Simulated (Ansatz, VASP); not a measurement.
# One calculation of Si4S, two programs

```xyz
10
Lattice="3.8177 0.0000 0.0000 0.0000 3.8177 0.0000 0.0000 0.0000 14.9128" Properties=species:S:1:pos:R:3 pbc="T T T"
Si    2.8633    0.0000    4.7274
Si    2.8633    1.9088    3.3852
Si    0.9544    0.0000   10.1855
Si    0.9544    1.9088   11.5276
Si    2.8633    1.9088   12.8847
Si    2.8633    0.0000   14.2417
Si    0.9544    0.0000    0.6711
Si    0.9544    1.9088    2.0281
S     0.9544    0.0000    5.9651
S     2.8633    0.0000    8.9477
```

Alike in both runs: task relaxation of cell and atoms; functional PBE; k mesh 4 × 4 × 1; occupations gaussian, width 0.2 eV; no spin polarisation.

|  | VASP | Ansatz |
| --- | --- | --- |
| version | VASP 6.6.1 | Ansatz 0.2.0 |
| potentials or method | VASP PAW PBE potentials, release 64 (Si, S), cutoff 600 eV | scalar-relativistic, plane waves, PAW |
| valence electrons in the cell | 44 | 44 |

Ansatz gave:

| Quantity | Value |
| --- | --- |
| gap on the k mesh at the Fermi level, each at its own relaxed structure (eV) | 0.19 |
| relaxed volume (Å³/atom) | 22.61 |
| relaxed length of the cell vector where the two differ most in proportion (Å) | 15.718 |

Task: What did VASP give for the same quantities?

Result: gap on the k mesh at the Fermi level, each at its own relaxed structure (eV): 0.19; relaxed volume (Å³/atom): 21.83; relaxed length of the cell vector where the two differ most in proportion (Å): 15.171.

The k mesh is coarse, so the values compare programs but aren't converged.
